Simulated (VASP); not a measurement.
# SrCl2 (I4/mmm) in VASP: notebook

The runs below take SrCl2 through single point, with PBE.

Program: VASP 6.6.1. These are calculated values, not measurements. Logs are shortened: lines on timing, memory, paths and dates and some standing lists are left out, and cuts for length are marked.

### 1 The cell of the first run

The structure is tetragonal, space group I4/mmm (No. 139). Conventional cell: a = 4.950 Å, b = 4.950 Å, c = 7.229 Å, α = 90.00°, β = 90.00°, γ = 90.00°. Sr (site symmetry 4/mmm) has 8 Cl at 3.06 Å within 4.0 Å. Within 4.0 Å of Cl (site symmetry -4m2) lie 4 Sr at 3.06 Å and 6 Cl at 3.50 to 3.61 Å.

### 2 Single point, PBE (29.52 Å³/atom)

INCAR

```
SYSTEM = SrCl2
PREC = Accurate ; ENCUT = 520
EDIFF = 1E-6 ; ISMEAR = 0
SIGMA = 0.05 ; LREAL = .False.
LASPH = .True. ; NELM = 100
ALGO = Normal ; ISIF = 2
LWAVE = .False. ; LCHARG = .True.
GGA = PE ; LELF = .True.
LVHAR = .True. ; NBANDS = 19
```

KPOINTS

```
Automatic mesh
0
Gamma
  6 6 6
  0 0 0
```

POSCAR

```
SrCl2
1.0
    0.0000000000      3.5002707440      3.6143795702
    3.5002707440      0.0000000000      3.6143795702
    3.5002707440      3.5002707440      0.0000000000
Sr Cl
1 2
Direct
    0.0000000000      0.0000000000      0.0000000000
    0.2500000000      0.2500000000      0.2500000000
    0.7500000000      0.7500000000      0.7500000000
```

Potentials or basis: VASP PAW PBE potentials, release 64 (Sr_sv, Cl).

Started as:

```sh
> cat potpaw_PBE.64/Sr_sv/POTCAR potpaw_PBE.64/Cl/POTCAR > POTCAR
> mpirun -np 1 vasp_std > vasp.out
```

OUTCAR:

```text
SYSTEM = SrCl2
   PREC = Accurate
   ENCUT = 520
   EDIFF = 1E-6
   ISMEAR = 0
   LREAL = .False.
   LASPH = .True.
   NELM = 100
   ISIF = 2
   GGA = PE

 ion  position               nearest neighbor table
   1  0.000  0.000  0.000-   3 3.06   3 3.06   2 3.06   2 3.06   3 3.06   2 3.06   3 3.06   2 3.06

   2  0.250  0.250  0.250-   1 3.06   1 3.06   1 3.06   1 3.06
   3  0.750  0.750  0.750-   1 3.06   1 3.06   1 3.06   1 3.06

  LATTYP: Found a body centered tetragonal cell.
 ALAT       =     4.9501303581
 C/A-ratio  =     1.4603169245

  Lattice vectors:

 A1 = (  -3.5002707440,   0.0000000000,   3.6143795702)
 A2 = (   3.5002707440,   0.0000000000,   3.6143795702)
 A3 = (   0.0000000000,   3.5002707440,  -3.6143795702)

Analysis of symmetry for initial positions (statically):
=====================================================================
 Subroutine PRICEL returns:
 Original cell was already a primitive cell.

 Routine SETGRP: Setting up the symmetry group for a
 body centered tetragonal supercell.

 Subroutine GETGRP returns: Found 16 space group operations
 (whereof 16 operations were pure point group operations)
 out of a pool of 16 trial point group operations.

The static configuration has the point symmetry D_4h.

Analysis of symmetry for dynamics (positions and initial velocities):
=====================================================================
 Subroutine PRICEL returns:
 Original cell was already a primitive cell.

 Routine SETGRP: Setting up the symmetry group for a
 body centered tetragonal supercell.

 Subroutine GETGRP returns: Found 16 space group operations
 (whereof 16 operations were pure point group operations)
 out of a pool of 16 trial point group operations.

The dynamic configuration has the point symmetry D_4h.

 Subroutine INISYM returns: Found 16 space group operations
 (whereof 16 operations are pure point group operations),
 and found     1 'primitive' translations

----------------------------------------------------------------------------------------

                                     Primitive cell

  volume of cell :      88.5660

  direct lattice vectors                    reciprocal lattice vectors
     0.000000000  3.500270744  3.614379570    -0.142846093  0.142846093  0.138336329
     3.500270744  0.000000000  3.614379570     0.142846093 -0.142846093  0.138336329
     3.500270744  3.500270744  0.000000000     0.142846093  0.142846093 -0.138336329

  length of vectors
[... 80 lines left out ...]
   LSORBIT =      F    spin-orbit coupling
   LASPH  =      T    aspherical Exc in radial PAW
   ENCUT  =  520.0 eV  38.22 Ry    6.18 a.u.   9.36  9.36  9.20*2*pi/ulx,y,z
   NELM   =    100;   NELMIN=  2; NELMDL= -5     # of ELM steps
   EDIFF  = 0.1E-05   stopping-criterion for ELM
   LREAL  =      F    real-space projection
   EDIFFG = 0.1E-04   stopping-criterion for IOM
   NSW    =      0    number of steps for IOM
   IBRION =     -1    ionic relax: 0-MD 1-quasi-New 2-CG
   NFREE  =      0    steps in history (QN), initial steepest desc. (CG)
   ISIF   =      2    stress and relaxation
   ISYM   =      2    0-nonsym 1-usesym 2-fastsym
   POTIM  = 0.5000    time-step for ionic-motion
   TEBEG  =    0.0;   TEEND  =   0.0 temperature during run
   PSTRESS=    0.0 pullay stress
   NELECT =      24.0000    total number of electrons
   NUPDOWN=      -1.0000    fix difference up-down
   EMIN   =  10.00;   EMAX   =-10.00  energy-range for DOS
   EFERMI =   0.00;   METHOD = LEGACY
   ISMEAR =     0;   SIGMA  =   0.05  broadening in eV -4-tet -1-fermi 0-gaus
   EFERMI_NEDOS =   21; number of points for ismear=-14 and -15
   IALGO  =     38    algorithm
   IMIX   =      4    mixing-type and parameters
     AMIX     =   0.40;   BMIX     =  1.00
     AMIX_MAG =   1.60;   BMIX_MAG =  1.00
  volume/ion in A,a.u.               =      29.52       199.22
  Fermi-wavevector in a.u.,A,eV,Ry     =   1.059391  2.001958 15.269942  1.122309
  Thomas-Fermi vector in A             =   2.194735
   LORBIT       =      0    0 simple, 1 ext, 2 COOP (PROOUT), +10 PAW based schemes
   GGA     = PE    functional components
   LHFCALC =     F    Hartree Fock is set to
   AEXX    =    0.0000 exact exchange contribution
   IVDW    =     0    specifies the selected vdW correction
   LEPSILON=     F    determine dielectric tensor
   LRPA    =     F    only Hartree local field effects (RPA)
 non-spin polarized calculation
 Gauss-broadening in eV      SIGMA  =   0.05
  energy-cutoff  :      520.00
  volume of cell :       88.57
 maximum number of plane-waves:      2398
 NGX is ok and might be reduce to    40
   NGX = 19   NGY = 19   NGZ = 19

 number of electron      24.0000000 magnetization

 Free energy of the ion-electron system (eV)
  ---------------------------------------------------
  ext. energy  EPLUGINS =         0.00000000
  ---------------------------------------------------
  free energy    TOTEN  =       -12.78130801 eV

  energy without entropy =      -12.78130801  energy(sigma->0) =      -12.78130801

 E-fermi :   0.2635     XC(G=0):  -8.1023

 val. band max:       -0.0489390315   @ k =   0.5000   0.0000   0.5000
 cond. band min:       5.0320130817   @ k =   0.0000   0.0000   0.0000
 fundamental gap:      5.0809521132
 Fermi energy:         0.2634672003

 k-point     1 :       0.0000    0.0000    0.0000
  band No.  band energies     occupation
      1     -33.1502      2.00000
      2     -15.1272      2.00000
      3     -15.1272      2.00000
      4     -15.1169      2.00000
      5     -13.2934      2.00000
      6     -12.5219      2.00000
[... 505 lines left out ...]
      6     -12.6984      2.00000
[... 11 lines left out ...]
     18       8.6200      0.00000
     19       9.4242      0.00000

 [... further k-points ...]
[... 5 lines left out ...]
  --------------------------------------------------------------------------------------
  -------------------------------------------------------------------------------------
  Total        0.0598012      0.0598012     -0.7920273      0.0000000     -0.0000000      0.0000000
  in kB        1.0818167      1.0818167    -14.3279385      0.0000000     -0.0000000      0.0000000
  external PRESSURE =      -4.0547684 kB  Pullay stress =       0.0000000 kB

 VOLUME and BASIS-vectors are now :
 -----------------------------------------------------------------------------
  energy-cutoff  :      520.00
  volume of cell :       88.57
      direct lattice vectors                 reciprocal lattice vectors
     0.000000000  3.500270744  3.614379570    -0.142846093  0.142846093  0.138336329
     3.500270744  0.000000000  3.614379570     0.142846093 -0.142846093  0.138336329
     3.500270744  3.500270744  0.000000000     0.142846093  0.142846093 -0.138336329

 POSITION                                       TOTAL-FORCE (eV/Angst)
 -----------------------------------------------------------------------------------
      0.00000      0.00000      0.00000         0.000000     -0.000000     -0.000000
      1.75014      1.75014      1.80719         0.000000      0.000000     -0.000000
      5.25041      5.25041      5.42157        -0.000000     -0.000000      0.000000
 -----------------------------------------------------------------------------------
    total drift:                               -0.000000     -0.000000      0.000000

  FREE ENERGIE OF THE ION-ELECTRON SYSTEM (eV)
  ---------------------------------------------------
  free  energy   TOTEN  =       -12.7813080131 eV

  energy  without entropy=      -12.7813080131  energy(sigma->0) =      -12.78130801
```

OSZICAR:

```text
N       E                     dE             d eps       ncg     rms          rms(c)
DAV:   1     0.142757202551E+03    0.14276E+03   -0.11265E+04  1140   0.113E+03
DAV:   2    -0.338503200131E+01   -0.14614E+03   -0.14221E+03  1502   0.222E+02
DAV:   3    -0.127822344843E+02   -0.93972E+01   -0.93669E+01  1481   0.558E+01
DAV:   4    -0.130741385669E+02   -0.29190E+00   -0.29142E+00  1885   0.835E+00
DAV:   5    -0.130772969778E+02   -0.31584E-02   -0.31581E-02  1572   0.815E-01    0.117E+01
DAV:   6    -0.127628045106E+02    0.31449E+00   -0.63744E-01  1337   0.440E+00    0.760E+00
DAV:   7    -0.127704040782E+02   -0.75996E-02   -0.35452E-01  1546   0.354E+00    0.222E+00
DAV:   8    -0.127788173928E+02   -0.84133E-02   -0.52655E-02  1281   0.128E+00    0.386E-01
DAV:   9    -0.127798334045E+02   -0.10160E-02   -0.21924E-03  1490   0.267E-01    0.139E-01
DAV:  10    -0.127812015036E+02   -0.13681E-02   -0.10079E-03  1231   0.184E-01    0.345E-02
DAV:  11    -0.127812856627E+02   -0.84159E-04   -0.55239E-05  1512   0.422E-02    0.414E-02
DAV:  12    -0.127813061091E+02   -0.20446E-04   -0.20138E-05  1224   0.229E-02    0.353E-03
DAV:  13    -0.127813080417E+02   -0.19326E-05   -0.20670E-06  1422   0.782E-03    0.448E-03
DAV:  14    -0.127813080131E+02    0.28621E-07   -0.40025E-07   966   0.417E-03
   1 F= -.12781308E+02 E0= -.12781308E+02  d E =-.290083E-20
```

stdout:

```text
POSCAR found type information on POSCAR SrCl
 POSCAR found :  2 types and       3 ions
 scaLAPACK will be used
 LDA part: xc-table for (Slater+PW92), standard interpolation
 POSCAR, INCAR and KPOINTS ok, starting setup
 FFT: planning ... GRIDC
 FFT: planning ... GRID_SOFT
 FFT: planning ... GRID
 WAVECAR not read
 entering main loop
```

It took 61 s on 1 thread of Intel Xeon Platinum 8259CL at 2.50GHz (Skylake/Cascade Lake), shared host; peak memory 0.25 GiB.

What came out:

```yaml
Free_energy: -12.7813 eV
Pressure: -0.4 GPa
Band_gap_on_the_k_mesh: 5.08 eV (least direct gap 5.39 eV)
```

Stress tensor (GPa, compression positive):
```
 0.11  0.00  0.00
 0.00  0.11  0.00
 0.00  0.00 -1.43
```

A k mesh can miss the band edges. PBE gaps usually lie below the measured ones, often by a third to a half.

### 3 Single point, PBE (29.99 Å³/atom)

This run uses another cell than the first one, of 29.99 Å³/atom.

INCAR

```
  PREC = Accurate
  ENCUT = 520
  EDIFF = 1E-6
  ISMEAR = 0
  SIGMA = 0.05
  LREAL = False
  LASPH = True
  NELM = 60
  ALGO = Normal
  ISIF = 2
  LWAVE = False
  LCHARG = False
  GGA = PE
  NBANDS = 19
```

KPOINTS

```
Automatic mesh
0
Gamma
  6 6 6
```

POSCAR

```
SrCl2
1.0
    0.0000000000      3.5373798372      3.5946853906
    3.5373798372      0.0000000000      3.5946853906
    3.5373798372      3.5373798372      0.0000000000
Sr Cl
1 2
Direct
    0.0000000000      0.0000000000      0.0000000000
    0.2500000000      0.2500000000      0.2500000000
    0.7500000000      0.7500000000      0.7500000000
```

Potentials or basis: VASP PAW PBE potentials, release 64 (Sr_sv, Cl).

Started as:

```sh
> cat potpaw_PBE.64/Sr_sv/POTCAR potpaw_PBE.64/Cl/POTCAR > POTCAR
> mpirun -np 1 vasp_std > vasp.out
```

OUTCAR:

```text
PREC = Accurate
   ENCUT = 520
   EDIFF = 1E-6
   ISMEAR = 0
   LREAL = False
   LASPH = True
   NELM = 60
   ISIF = 2
   GGA = PE

 ion  position               nearest neighbor table
   1  0.000  0.000  0.000-   3 3.08   3 3.08   2 3.08   3 3.08   2 3.08   2 3.08   3 3.08   2 3.08

   2  0.250  0.250  0.250-   1 3.08   1 3.08   1 3.08   1 3.08
   3  0.750  0.750  0.750-   1 3.08   1 3.08   1 3.08   1 3.08

  LATTYP: Found a body centered tetragonal cell.
 ALAT       =     5.0026105410
 C/A-ratio  =     1.4371238221

  Lattice vectors:

 A1 = (  -3.5373798372,   0.0000000000,   3.5946853906)
 A2 = (   3.5373798372,   0.0000000000,   3.5946853906)
 A3 = (   0.0000000000,   3.5373798372,  -3.5946853906)

Analysis of symmetry for initial positions (statically):
=====================================================================
 Subroutine PRICEL returns:
 Original cell was already a primitive cell.

 Routine SETGRP: Setting up the symmetry group for a
 body centered tetragonal supercell.

[... 162 lines left out ...]
  ---------------------------------------------------
  ext. energy  EPLUGINS =         0.00000000
  ---------------------------------------------------
  free energy    TOTEN  =       -12.78283340 eV

  energy without entropy =      -12.78283340  energy(sigma->0) =      -12.78283340

 E-fermi :   0.0956     XC(G=0):  -8.0364

 val. band max:       -0.1818275571   @ k =   0.5000   0.0000   0.5000
 cond. band min:       4.8970128387   @ k =   0.0000   0.0000   0.0000
 fundamental gap:      5.0788403958
 Fermi energy:         0.0956426458

 k-point     1 :       0.0000    0.0000    0.0000
  band No.  band energies     occupation
      1     -33.2990      2.00000
      2     -15.2684      2.00000
      3     -15.2684      2.00000
      4     -15.2631      2.00000
      5     -13.3463      2.00000
      6     -12.6073      2.00000
[... 505 lines left out ...]
      6     -12.7926      2.00000
[... 11 lines left out ...]
     18       8.4294      0.00000
     19       9.2339      0.00000

 [... further k-points ...]
[... 5 lines left out ...]
  --------------------------------------------------------------------------------------
  -------------------------------------------------------------------------------------
  Total       -0.3587743     -0.3587743     -0.7832134      0.0000000      0.0000000     -0.0000000
  in kB       -6.3896578     -6.3896578    -13.9487869      0.0000000      0.0000000     -0.0000000
  external PRESSURE =      -8.9093675 kB  Pullay stress =       0.0000000 kB

 VOLUME and BASIS-vectors are now :
 -----------------------------------------------------------------------------
  energy-cutoff  :      520.00
  volume of cell :       89.96
      direct lattice vectors                 reciprocal lattice vectors
     0.000000000  3.537379837  3.594685391    -0.141347558  0.141347558  0.139094231
     3.537379837  0.000000000  3.594685391     0.141347558 -0.141347558  0.139094231
     3.537379837  3.537379837  0.000000000     0.141347558  0.141347558 -0.139094231

 POSITION                                       TOTAL-FORCE (eV/Angst)
 -----------------------------------------------------------------------------------
      0.00000      0.00000      0.00000         0.000000     -0.000000     -0.000000
      1.76869      1.76869      1.79734        -0.000000     -0.000000     -0.000000
      5.30607      5.30607      5.39203         0.000000      0.000000      0.000000
 -----------------------------------------------------------------------------------
    total drift:                               -0.000000     -0.000000      0.000000

  FREE ENERGIE OF THE ION-ELECTRON SYSTEM (eV)
  ---------------------------------------------------
  free  energy   TOTEN  =       -12.7828334025 eV

  energy  without entropy=      -12.7828334025  energy(sigma->0) =      -12.78283340
```

OSZICAR:

```text
N       E                     dE             d eps       ncg     rms          rms(c)
DAV:   1     0.144441852917E+03    0.14444E+03   -0.11337E+04  1140   0.113E+03
DAV:   2    -0.309041053142E+01   -0.14753E+03   -0.14210E+03  1513   0.219E+02
DAV:   3    -0.127601014409E+02   -0.96697E+01   -0.96326E+01  1498   0.566E+01
DAV:   4    -0.130814513560E+02   -0.32135E+00   -0.32093E+00  1866   0.889E+00
DAV:   5    -0.130848460026E+02   -0.33946E-02   -0.33942E-02  1564   0.875E-01    0.113E+01
DAV:   6    -0.127640012450E+02    0.32084E+00   -0.65306E-01  1349   0.443E+00    0.736E+00
DAV:   7    -0.127710274836E+02   -0.70262E-02   -0.34912E-01  1549   0.351E+00    0.225E+00
DAV:   8    -0.127803599805E+02   -0.93325E-02   -0.51902E-02  1284   0.127E+00    0.383E-01
DAV:   9    -0.127813513419E+02   -0.99136E-03   -0.22174E-03  1519   0.266E-01    0.138E-01
DAV:  10    -0.127827356059E+02   -0.13843E-02   -0.10390E-03  1209   0.187E-01    0.349E-02
DAV:  11    -0.127828114886E+02   -0.75883E-04   -0.49780E-05  1536   0.399E-02    0.414E-02
DAV:  12    -0.127828310857E+02   -0.19597E-04   -0.18470E-05  1215   0.220E-02    0.315E-03
DAV:  13    -0.127828334598E+02   -0.23742E-05   -0.25546E-06  1398   0.856E-03    0.451E-03
DAV:  14    -0.127828334025E+02    0.57336E-07   -0.41172E-07  1000   0.420E-03
   1 F= -.12782833E+02 E0= -.12782833E+02  d E =-.110278E-16
```

Run time: 50 s. Hardware: 1 thread of Intel Xeon Platinum 8259CL at 2.50GHz (Skylake/Cascade Lake), shared host; peak memory 0.25 GiB.

Results:

```yaml
Free_energy: -12.7828 eV
Pressure: -0.9 GPa
Band_gap_on_the_k_mesh: 5.08 eV (least direct gap 5.39 eV)
```

Stress tensor (GPa, compression positive):
```
-0.64  0.00  0.00
 0.00 -0.64  0.00
 0.00  0.00 -1.39
```

### 4 Single point, PBE (29.99 Å³/atom)

This run uses another cell than the first one, of 29.99 Å³/atom.

INCAR

```
SYSTEM = SrCl2
  PREC = Accurate
  ENCUT = 520
  EDIFF = 1E-6
  ISMEAR = 0
  SIGMA = 0.05
  LREAL = .FALSE.
  LASPH = .TRUE.
  NELM = 80
  ALGO = Normal
  ISIF = 2
  LWAVE = .FALSE.
  LCHARG = .TRUE.
  GGA = PE
  LELF = .TRUE.
  LVHAR = .TRUE.
  NBANDS = 19
```

KPOINTS

```
regular mesh
0
G
  6 6 6
  0 0 0
```

POSCAR

```
SrCl2
1.0
    0.0000000000      3.5754305693      3.5185812233
    3.5754305693      0.0000000000      3.5185812233
    3.5754305693      3.5754305693      0.0000000000
Sr Cl
1 2
Direct
    0.0000000000      0.0000000000      0.0000000000
    0.2500000000      0.2500000000      0.2500000000
    0.7500000000      0.7500000000      0.7500000000
```

Started as:

```sh
> cat potpaw_PBE.64/Sr_sv/POTCAR potpaw_PBE.64/Cl/POTCAR > POTCAR
> mpirun -np 1 vasp_std > vasp.out
```

It took 50 s on 1 thread of Intel Xeon Platinum 8259CL at 2.50GHz (Skylake/Cascade Lake), shared host; peak memory 0.25 GiB.

The run converged. Its results:

```
Free energy            : -12.7828 eV
Pressure               : -0.9 GPa
Band gap on the k mesh : 5.05 eV (least direct gap 5.35 eV)
```

Stress tensor (GPa, compression positive):
```
-1.14  0.00  0.00
 0.00 -1.14  0.00
 0.00  0.00 -0.38
```

Levels at points of the mesh, in eV from the valence-band top:
| k point | band 8 | band 9 | band 10 | band 11 | band 12 | band 13 | band 14 | band 15 | band 16 | band 17 |
| --- | --- | --- | --- | --- | --- | --- | --- | --- | --- | --- |
| (0.00, 0.00, 0.00) | -1.98 | -1.98 | -0.41 | -0.41 | -0.30 | 5.05 | 5.99 | 6.10 | 8.85 | 8.85 |
| (0.50, 0.00, 0.00) | -1.47 | -1.44 | -1.28 | -1.04 | -1.03 | 6.57 | 6.60 | 7.23 | 7.71 | 8.28 |
| (0.50, 0.50, 0.00) | -1.81 | -1.81 | -0.45 | -0.45 | 0.00 | 5.46 | 6.89 | 7.38 | 7.81 | 7.81 |
| (0.50, 0.00, 0.50) | -1.83 | -1.78 | -0.47 | -0.34 | -0.09 | 5.46 | 6.78 | 7.39 | 7.72 | 7.75 |

### 5 Overview

```tsv
cell	gap on the mesh (eV)	pressure (GPa)
a = 5.031, b = 5.031, c = 4.950 Å, angles 60.5, 60.5, 58.9°, 3 atoms	5.08	-0.4
a = 5.043, b = 5.043, c = 5.003 Å, angles 60.3, 60.3, 59.5°, 3 atoms	5.08	-0.9
a = 5.016, b = 5.016, c = 5.056 Å, angles 59.7, 59.7, 60.5°, 3 atoms	5.05	-0.9
```

Alike in all rows: task single point; level PBE; potentials or basis VASP PAW PBE potentials, release 64 (Sr_sv, Cl); no spin polarisation; k mesh 6 × 6 × 6; cutoff (eV) 520; smearing gaussian 0.05 eV.

Total energies depend on the potentials used, so only differences within one code and one set of settings carry meaning.
